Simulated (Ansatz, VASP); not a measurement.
**One calculation of PtSe2, two programs**

```
Pt Se
1.0
     3.72400    0.00000    0.00000
    -1.86200    3.22508    0.00000
     0.00000    0.00000    5.06200
Pt Se
1 2
Direct
  0.00000 0.00000 0.00000
  0.33333 0.66667 0.25000
  0.66667 0.33333 0.75000
```

Alike in both runs: task single point; functional PBE; k mesh 10 × 10 × 7; occupations fermi-dirac, width 0.05 eV; no spin polarisation.

|  | VASP | Ansatz |
| --- | --- | --- |
| version | VASP 6.6.1 | Ansatz 0.2.0 |
| potentials or method | VASP PAW PBE potentials, release 64 (Pt, Se), cutoff 520 eV | all-electron LAPW, scalar-relativistic |

Ansatz gave:

```
pressure (GPa)                                                : 7.3
traceless stress, the component that is largest in VASP (GPa) : -1.35
rms of the force components (eV/Å)                            : 0.265
```

Problem. Which values does VASP return?

Solution. Pressure (GPa): 7.3; traceless stress, the component that is largest in VASP (GPa): -1.35; rms of the force components (eV/Å): 0.268.

Atom by atom the forces differ by 0.003 eV/Å (rms over components). Ansatz ran all-electron here, and VASP with PAW potentials.

Spin-orbit coupling is off throughout.
